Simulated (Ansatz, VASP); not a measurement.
One calculation of V, two programs

```
CELL_PARAMETERS angstrom
-1.49808 1.49808 1.49808
1.49808 -1.49808 1.49808
1.49808 1.49808 -1.49808
ATOMIC_POSITIONS crystal
V 0.00000 0.00000 0.00000
```

Alike in both runs: task single point; functional PBE; k mesh 8 × 8 × 8; occupations fermi-dirac, width 0.1 eV; collinear spin.

```csv
,VASP,Ansatz
version,VASP 6.6.1,Ansatz 0.2.0
potentials or method,"VASP PAW PBE potentials, release 64 (V_sv), cutoff 500 eV","plane waves (420 eV) with PAW, scalar-relativistic"
valence electrons in the cell,13,13
```

```csv
,VASP,Ansatz,Ansatz less VASP
net moment per atom (μB),0.00,0.00,-0.001
```

With one functional, cell and mesh, what is left measures potentials, basis and numerics. Ansatz's warnings: seeded moment not kept.

The k mesh is coarse, so the values compare programs but aren't converged.
